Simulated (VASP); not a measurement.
# BN (Cm) in VASP: a series of runs

BN is run at these levels: PBE; tasks: single point.

All numbers are computed with VASP 6.6.1; they aren't measurements. Logs are shortened: lines on timing, memory, paths and dates and some standing lists are left out, and cuts for length are marked.

### Step 1. The cell of the first run

Symmetry: Cm, No. 8, monoclinic system. Conventional cell: a = 4.424 Å, b = 2.554 Å, c = 4.227 Å, α = 90.00°, β = 90.00°, γ = 90.00°. Within 1.6 Å of B (site symmetry m) lie 2 N at 1.15 to 1.59 Å. B (site symmetry m) has 4 N at 1.57 to 1.58 Å and 1 B at 2.08 Å within 2.1 Å. N (site symmetry m) has 4 B at 1.15 to 1.57 Å within 1.6 Å. N (site symmetry m) has 4 B at 1.58 to 1.88 Å within 2.1 Å.

### Step 2. Single point, PBE (atom 1 (B) moved by (-0.225, -0.450) A along y and z)

File INCAR:

```
  PREC = Accurate
  ENCUT = 520
  EDIFF = 1E-7
  ISMEAR = 0
  SIGMA = 0.05
  LREAL = F
  LASPH = T
  NELM = 80
  ALGO = Normal
  ISIF = 2
  LWAVE = F
  LCHARG = F
  GGA = PE
  NBANDS = 16
```

File KPOINTS:

```
regular mesh
0
Gamma
  12 12 6
```

File POSCAR:

```
BN
1.0
    2.5539396017      0.0000000000      0.0000000000
   -1.2769698009      2.2117765748      0.0000000000
    0.0000000000      0.0000000000      4.2268550000
B N
2 2
Direct
    0.6158025779      0.2316051558      0.8932618668
    0.3333333333      0.6666666667      0.4997240000
    0.6666666667      0.3333333333      0.6252760000
    0.3333333333      0.6666666667      0.1252760000
```

Potentials or basis: VASP PAW PBE potentials, release 64 (B, N).

Launch:

```sh
cat potpaw_PBE.64/B/POTCAR potpaw_PBE.64/N/POTCAR > POTCAR
mpirun -np 1 vasp_std > vasp.out
```

OUTCAR:

```text
PREC = Accurate
   ENCUT = 520
   EDIFF = 1E-7
   ISMEAR = 0
   LREAL = F
   LASPH = T
   NELM = 80
   ISIF = 2
   GGA = PE

 ion  position               nearest neighbor table
   1  0.616  0.232  0.893-   3 1.15   4 1.59   4 1.88   4 1.88   2 2.08
   2  0.333  0.667  0.500-   3 1.57   3 1.57   3 1.57   4 1.58   1 2.08
   3  0.667  0.333  0.625-   1 1.15   2 1.57   2 1.57   2 1.57
   4  0.333  0.667  0.125-   2 1.58   1 1.59   1 1.88   1 1.88

  LATTYP: Found a hexagonal cell.
 ALAT       =     2.5539396017
 C/A-ratio  =     1.6550332659

  Lattice vectors:

 A1 = (   2.5539396017,   0.0000000000,   0.0000000000)
 A2 = (  -1.2769698009,   2.2117765748,   0.0000000000)
 A3 = (   0.0000000000,   0.0000000000,   4.2268550000)

Analysis of symmetry for initial positions (statically):
=====================================================================
 Subroutine PRICEL returns:
 Original cell was already a primitive cell.

 Routine SETGRP: Setting up the symmetry group for a
 hexagonal supercell.

 Subroutine GETGRP returns: Found  2 space group operations
 (whereof  2 operations were pure point group operations)
 out of a pool of 24 trial point group operations.

The static configuration has the point symmetry C_1h.

Analysis of symmetry for dynamics (positions and initial velocities):
=====================================================================
 Subroutine PRICEL returns:
 Original cell was already a primitive cell.

 Routine SETGRP: Setting up the symmetry group for a
 hexagonal supercell.

 Subroutine GETGRP returns: Found  2 space group operations
 (whereof  2 operations were pure point group operations)
 out of a pool of 24 trial point group operations.

The dynamic configuration has the point symmetry C_1h.

 Subroutine INISYM returns: Found  2 space group operations
 (whereof  2 operations are pure point group operations),
 and found     1 'primitive' translations

----------------------------------------------------------------------------------------

                                     Primitive cell

  volume of cell :      23.8764

  direct lattice vectors                    reciprocal lattice vectors
     2.553939602  0.000000000  0.000000000     0.391551938  0.226062617  0.000000000
    -1.276969801  2.211776575  0.000000000     0.000000000  0.452125233  0.000000000
     0.000000000  0.000000000  4.226855000     0.000000000  0.000000000  0.236582518

  length of vectors
     2.553939602  2.553939602  4.226855000     0.452125233  0.452125233  0.236582518

  position of ions in fractional coordinates (direct lattice)
     0.615802578  0.231605156  0.893261867
     0.333333333  0.666666667  0.499724000
     0.666666667  0.333333333  0.625276000
     0.333333333  0.666666667  0.125276000

  ion indices of the primitive-cell ions
   primitive index   ion index
                 1           1
                 2           2
                 3           3
                 4           4

----------------------------------------------------------------------------------------

 KPOINTS: regular mesh

Automatic generation of k-mesh.
 Grid dimensions read from file:
 generate k-points for:   12   12    6

 Generating k-lattice:

  Cartesian coordinates                     Fractional coordinates (reciprocal lattice)
     0.032629328  0.018838551  0.000000000     0.083333333  0.000000000  0.000000000
     0.000000000  0.037677103  0.000000000     0.000000000  0.083333333  0.000000000
     0.000000000  0.000000000  0.039430420     0.000000000  0.000000000  0.166666667

  Length of vectors
     0.037677103  0.037677103  0.039430420

  Shift w.r.t. Gamma in fractional coordinates (k-lattice)
     0.000000000  0.000000000  0.000000000

 Subroutine IBZKPT returns following result:
 ===========================================

 Found    242 irreducible k-points:

 Following reciprocal coordinates:
            Coordinates               Weight
  0.000000  0.000000  0.000000      1.000000
  0.083333  0.000000  0.000000      4.000000
  0.000000  0.083333  0.000000      2.000000
  0.166667  0.000000  0.000000      4.000000
  0.000000  0.166667  0.000000      2.000000
  0.250000  0.000000  0.000000      4.000000
[... 16 lines left out ...]
 -0.083333  0.416667  0.000000      4.000000
 -0.416667  0.333333  0.000000      4.000000
 [... further k-points ...]
   k-points           NKPTS =    242   k-points in BZ     NKDIM =    242   number of bands    NBANDS=     16
   number of dos      NEDOS =    301   number of ions     NIONS =      4
   total plane-waves  NPLWV =  12800
   dimension x,y,z NGX =    20 NGY =   20 NGZ =   32
   dimension x,y,z NGXF=    40 NGYF=   40 NGZF=   64
   ions per type =               2   2
   NGX,Y,Z   is equivalent  to a cutoff of  13.02, 13.02, 12.59 a.u.
   NGXF,Y,Z  is equivalent  to a cutoff of  26.04, 26.04, 25.17 a.u.
 SYSTEM =  unknown system
   PREC   = accura    normal or accurate (medium, high low for compatibility)
   ISTART =      0    job   : 0-new  1-cont  2-samecut
   ICHARG =      2    charge: 1-file 2-atom 10-const
   ISPIN  =      1    spin polarized calculation?
   LNONCOLLINEAR =      F non collinear calculations
   LSORBIT =      F    spin-orbit coupling
   LASPH  =      T    aspherical Exc in radial PAW
   ENCUT  =  520.0 eV  38.22 Ry    6.18 a.u.   4.75  4.75  7.86*2*pi/ulx,y,z
   NELM   =     80;   NELMIN=  2; NELMDL= -5     # of ELM steps
   EDIFF  = 0.1E-06   stopping-criterion for ELM
   LREAL  =      F    real-space projection
   EDIFFG = 0.1E-05   stopping-criterion for IOM
   NSW    =      0    number of steps for IOM
   IBRION =     -1    ionic relax: 0-MD 1-quasi-New 2-CG
   NFREE  =      0    steps in history (QN), initial steepest desc. (CG)
   ISIF   =      2    stress and relaxation
   ISYM   =      2    0-nonsym 1-usesym 2-fastsym
   POTIM  = 0.5000    time-step for ionic-motion
   TEBEG  =    0.0;   TEEND  =   0.0 temperature during run
   PSTRESS=    0.0 pullay stress
   NELECT =      16.0000    total number of electrons
   NUPDOWN=      -1.0000    fix difference up-down
   EMIN   =  10.00;   EMAX   =-10.00  energy-range for DOS
   EFERMI =   0.00;   METHOD = LEGACY
   ISMEAR =     0;   SIGMA  =   0.05  broadening in eV -4-tet -1-fermi 0-gaus
   EFERMI_NEDOS =   21; number of points for ismear=-14 and -15
   IALGO  =     38    algorithm
   IMIX   =      4    mixing-type and parameters
     AMIX     =   0.40;   BMIX     =  1.00
     AMIX_MAG =   1.60;   BMIX_MAG =  1.00
  volume/ion in A,a.u.               =       5.97        40.28
  Fermi-wavevector in a.u.,A,eV,Ry     =   1.432600  2.707222 27.923836  2.052344
  Thomas-Fermi vector in A             =   2.552210
   LORBIT       =      0    0 simple, 1 ext, 2 COOP (PROOUT), +10 PAW based schemes
   GGA     = PE    functional components
   LHFCALC =     F    Hartree Fock is set to
   AEXX    =    0.0000 exact exchange contribution
   IVDW    =     0    specifies the selected vdW correction
   LEPSILON=     F    determine dielectric tensor
   LRPA    =     F    only Hartree local field effects (RPA)
 non-spin polarized calculation
 Gauss-broadening in eV      SIGMA  =   0.05
  energy-cutoff  :      520.00
  volume of cell :       23.88
 maximum number of plane-waves:       660
   NGX =  9   NGY =  9   NGZ = 15

 number of electron      15.9999999 magnetization

 Free energy of the ion-electron system (eV)
  ---------------------------------------------------
  ext. energy  EPLUGINS =         0.00000000
  ---------------------------------------------------
  free energy    TOTEN  =       -29.10211213 eV

  energy without entropy =      -29.10197754  energy(sigma->0) =      -29.10204483

 E-fermi :  10.2893     XC(G=0): -12.7499

 val. band max:       10.2754492507   @ k =   0.0000   0.0000   0.1667
 cond. band min:      10.3331621309   @ k =   0.0000   0.0000   0.0000
 fundamental gap:      0.0577128802
 Fermi energy:        10.2893170819

 k-point     1 :       0.0000    0.0000    0.0000
  band No.  band energies     occupation
      1     -14.6988      2.00000
      2      -7.9150      2.00000
      3      -4.1022      2.00000
      4       3.0163      2.00000
      5       3.3013      2.00000
      6       4.4172      2.00000
[... 8 lines left out ...]
     15      21.1879      0.00000
     16      23.8304      0.00000

 k-point     2 :       0.0833    0.0000    0.0000
  band No.  band energies     occupation
      1     -14.5614      2.00000
      2      -7.7938      2.00000
      3      -3.9691      2.00000
      4       2.4660      2.00000
      5       2.9382      2.00000
      6       4.4169      2.00000
[... 8 lines left out ...]
     15      21.2673      0.00000
     16      23.9417      0.00000

 k-point     3 :       0.0000    0.0833    0.0000
  band No.  band energies     occupation
      1     -14.5614      2.00000
      2      -7.7907      2.00000
      3      -3.9703      2.00000
      4       2.3244      2.00000
      5       3.0654      2.00000
      6       4.4273      2.00000
[... 8 lines left out ...]
     15      20.8411      0.00000
     16      23.9385      0.00000

 k-point     4 :       0.1667    0.0000    0.0000
  band No.  band energies     occupation
      1     -14.1572      2.00000
      2      -7.4480      2.00000
      3      -3.5795      2.00000
      4       0.9436      2.00000
      5       2.3748      2.00000
      6       4.2009      2.00000
[... 8 lines left out ...]
     15      21.4716      0.00000
     16      24.3715      0.00000
[... 324 lines left out ...]
 k-point    22 :       0.3333    0.0833    0.0000
  band No.  band energies     occupation
      1     -12.2192      2.00000
      2      -6.3364      2.00000
      3      -3.0558      2.00000
      4      -1.4379      2.00000
      5       0.4926      2.00000
      6       2.6317      2.00000
[... 8 lines left out ...]
     15      22.4284      0.00000
     16      25.4525      0.00000

 k-point    23 :      -0.0833    0.4167    0.0000
  band No.  band energies     occupation
      1     -12.2093      2.00000
      2      -6.4012      2.00000
      3      -2.7009      2.00000
      4      -1.7323      2.00000
      5       0.5165      2.00000
      6       2.2274      2.00000
[... 8 lines left out ...]
     15      22.8674      0.00000
     16      24.5183      0.00000

 k-point    24 :      -0.4167    0.3333    0.0000
  band No.  band energies     occupation
      1     -12.2210      2.00000
      2      -6.3395      2.00000
      3      -3.0256      2.00000
      4      -1.4799      2.00000
      5       0.5036      2.00000
      6       2.6632      2.00000
[... 8 lines left out ...]
     15      23.3434      0.00000
     16      24.4286      0.00000

 [... further k-points ...]
[... 5 lines left out ...]
  --------------------------------------------------------------------------------------
  -------------------------------------------------------------------------------------
  Total        3.9231695      3.7676572     16.8402051     -0.0000000     -3.2967456      0.0000000
  in kB      263.2560934    252.8207661   1130.0267685     -0.0000000   -221.2212226      0.0000000
  external PRESSURE =     548.7012093 kB  Pullay stress =       0.0000000 kB

 VOLUME and BASIS-vectors are now :
 -----------------------------------------------------------------------------
  energy-cutoff  :      520.00
  volume of cell :       23.88
      direct lattice vectors                 reciprocal lattice vectors
     2.553939602  0.000000000  0.000000000     0.391551938  0.226062617  0.000000000
    -1.276969801  2.211776575  0.000000000     0.000000000  0.452125233  0.000000000
     0.000000000  0.000000000  4.226855000     0.000000000  0.000000000  0.236582518

 POSITION                                       TOTAL-FORCE (eV/Angst)
 -----------------------------------------------------------------------------------
      1.27697      0.51226      3.77569         0.000000     -1.790221     31.487256
     -0.00000      1.47452      2.11226         0.000000     -0.075876     -6.009733
      1.27697      0.73726      2.64295        -0.000000      2.739255    -21.062024
     -0.00000      1.47452      0.52952         0.000000     -0.873158     -4.415499
 -----------------------------------------------------------------------------------
    total drift:                                0.000000      0.000007     -0.000093

  FREE ENERGIE OF THE ION-ELECTRON SYSTEM (eV)
  ---------------------------------------------------
  free  energy   TOTEN  =       -29.1021121281 eV

  energy  without entropy=      -29.1019775375  energy(sigma->0) =      -29.10204483
```

Run time: 35 s. Hardware: 1 thread of AMD EPYC 9R45 (Zen 5), shared host; peak memory 0.16 GiB.

Results:

```
Free energy            : -29.1021 eV
Pressure               : 54.9 GPa
Largest force          : 31.538 eV/Å
Band gap on the k mesh : zero (band 8 reaches 10.33 eV, above the bottom of band 9 at 10.12 eV)
```

Forces in eV/Å, atoms in the order of the input:
```
B     0.000  -1.790  31.487
B     0.000  -0.076  -6.010
N     0.000   2.739 -21.062
N     0.000  -0.873  -4.415
```

Stress tensor (GPa, compression positive):
```
 26.33   0.00   0.00
  0.00  25.28 -22.12
  0.00 -22.12 113.00
```

Levels at points of the mesh, in eV from the Fermi level:
| k point | band 5 | band 6 | band 7 | band 8 | band 9 | band 10 | band 11 | band 12 |
| --- | --- | --- | --- | --- | --- | --- | --- | --- |
| (0.00, 0.00, 0.00) | -6.99 | -5.87 | -0.73 | 0.04 | 3.91 | 3.95 | 5.02 | 6.58 |
| (0.50, 0.00, 0.00) | -9.53 | -8.30 | -7.94 | -2.01 | 1.70 | 2.92 | 5.21 | 7.88 |
| (0.00, 0.50, 0.00) | -9.55 | -8.90 | -7.97 | -1.71 | 3.06 | 3.75 | 4.52 | 7.40 |
| (0.00, 0.00, 0.50) | -7.10 | -6.92 | -1.39 | -0.19 | 3.09 | 4.22 | 5.40 | 7.44 |
| (0.50, 0.00, 0.50) | -9.41 | -7.92 | -5.65 | -2.91 | 1.88 | 2.26 | 5.34 | 8.58 |
| (0.00, 0.50, 0.50) | -9.36 | -8.04 | -5.82 | -2.83 | 1.37 | 3.13 | 6.56 | 7.52 |

Caveat: the cell differs from its parent crystal (atom 1 (B) moved by (-0.225, -0.450) A along y and z); forces of over 1 eV/Å act on the atoms, so gaps and moduli don't describe the material at rest.

### Step 3. Single point, PBE (atom 1 (B) moved by (-0.225, +0.450) A along y and z)

File INCAR:

```
PREC = Accurate
ENCUT = 520
EDIFF = 1E-7
ISMEAR = 0
SIGMA = 0.05
LREAL = False
LASPH = True
NELM = 80
ALGO = Normal
ISIF = 2
LWAVE = False
LCHARG = False
GGA = PE
NBANDS = 16
```

KPOINTS is that of step 2.

POSCAR, as its differences from that of step 2:

```diff
@@ -8,3 +8,3 @@
 Direct
-    0.6158025779      0.2316051558      0.8932618668
+    0.6158025779      0.2316051558      1.1061861332
     0.3333333333      0.6666666667      0.4997240000
```

Potentials or basis: VASP PAW PBE potentials, release 64 (B, N).

Launch:

```sh
cat potpaw_PBE.64/B/POTCAR potpaw_PBE.64/N/POTCAR > POTCAR
mpirun -np 1 vasp_std > vasp.out
```

Run time: 33 s. Hardware: 1 thread of AMD EPYC 9R45 (Zen 5), shared host; peak memory 0.16 GiB.

It converged, with:

| Item | Value |
| --- | --- |
| Free energy | -31.6304 eV |
| Pressure | 34.1 GPa |
| Largest force | 13.867 eV/Å |
| Band gap on the k mesh | 2.27 eV, indirect (least direct gap 4.00 eV) |

Forces on the atoms (eV/Å):
```
B     0.000  12.713  -5.540
B     0.000  -0.103   4.636
N     0.000  -0.133  -1.919
N     0.000 -12.477   2.822
```

Stress tensor (GPa, compression positive):
```
 3.03  0.00  0.00
 0.00 69.74 -1.12
 0.00 -1.12 29.47
```

Levels at points of the mesh, in eV from the valence-band top:
| k point | band 6 | band 7 | band 8 | band 9 | band 10 | band 11 |
| --- | --- | --- | --- | --- | --- | --- |
| (0.00, 0.00, 0.00) | -0.89 | -0.56 | 0.00 | 5.02 | 6.65 | 8.18 |
| (0.50, 0.00, 0.00) | -7.50 | -3.44 | -3.24 | 4.09 | 6.44 | 8.97 |
| (0.00, 0.50, 0.00) | -6.86 | -4.67 | -3.04 | 5.47 | 6.25 | 9.16 |
| (0.00, 0.00, 0.50) | -2.75 | -1.05 | -0.87 | 5.04 | 6.93 | 8.77 |
| (0.50, 0.00, 0.50) | -4.98 | -3.65 | -1.85 | 3.56 | 4.97 | 7.13 |
| (0.00, 0.50, 0.50) | -4.59 | -3.58 | -1.76 | 2.27 | 5.74 | 7.32 |

Caveat: the cell differs from its parent crystal (atom 1 (B) moved by (-0.225, +0.450) A along y and z); forces of over 1 eV/Å act on the atoms, so gaps and moduli don't describe the material at rest. A k mesh can miss the band edges.

### Step 4. Single point, PBE (atom 1 (B) moved by (+0.225, -0.450) A along y and z)

File INCAR:

```
SYSTEM = BN
PREC = Accurate ; ENCUT = 520
EDIFF = 1E-6 ; ISMEAR = 0
SIGMA = 0.05 ; LREAL = .FALSE.
LASPH = .TRUE. ; NELM = 80
ALGO = Normal ; ISIF = 2
LWAVE = .FALSE. ; LCHARG = .TRUE.
GGA = PE ; LELF = .TRUE.
LVHAR = .TRUE. ; NBANDS = 16
```

File KPOINTS:

```
Automatic mesh
0
G
  12 12 6
  0 0 0
```

POSCAR, as its differences from that of step 3:

```diff
@@ -8,3 +8,3 @@
 Direct
-    0.6158025779      0.2316051558      1.1061861332
+    0.7175307554      0.4350615108      0.8932618668
     0.3333333333      0.6666666667      0.4997240000
```

Launch:

```sh
cat potpaw_PBE.64/B/POTCAR potpaw_PBE.64/N/POTCAR > POTCAR
mpirun -np 1 vasp_std > vasp.out
```

Wall time 32 s (1 thread of AMD EPYC 9R45 (Zen 5), shared host); peak memory 0.15 GiB.

It converged, with:

* Free energy: -29.1689 eV
* Pressure: 53.5 GPa
* Largest force: 31.868 eV/Å
* Band gap on the k mesh: zero (band 8 reaches 10.37 eV, above the bottom of band 9 at 10.12 eV)

Forces in eV/Å, atoms in the order of the input:
```
B     0.000   2.635  31.759
B     0.000  -0.068  -5.962
N     0.000  -2.687 -21.066
N     0.000   0.120  -4.730
```

Stress tensor (GPa, compression positive):
```
 13.90   0.00   0.00
  0.00  35.83  20.57
  0.00  20.57 110.72
```

Levels at points of the mesh, in eV from the Fermi level:
```
           k point  band 5  band 6  band 7  band 8  band 9  band 10  band 11  band 12
(0.00, 0.00, 0.00)   -7.09   -5.69   -0.97    0.05    3.47     4.65     4.86     6.69
(0.50, 0.00, 0.00)   -9.50   -8.79   -8.06   -1.73    1.90     3.29     5.35     7.83
(0.00, 0.50, 0.00)   -9.69   -8.03   -7.71   -2.40    2.32     2.91     4.72     7.24
(0.00, 0.00, 0.50)   -7.13   -6.92   -1.57   -0.15    2.79     4.54     5.35     8.11
(0.50, 0.00, 0.50)   -9.42   -8.05   -5.88   -2.66    1.66     2.37     5.58     8.38
(0.00, 0.50, 0.50)   -9.47   -7.57   -5.53   -3.52    2.07     2.33     6.60     8.05
```

Caveat: the cell differs from its parent crystal (atom 1 (B) moved by (+0.225, -0.450) A along y and z); forces of over 1 eV/Å act on the atoms, so gaps and moduli don't describe the material at rest.

(Part 1 of 2 ends here.)
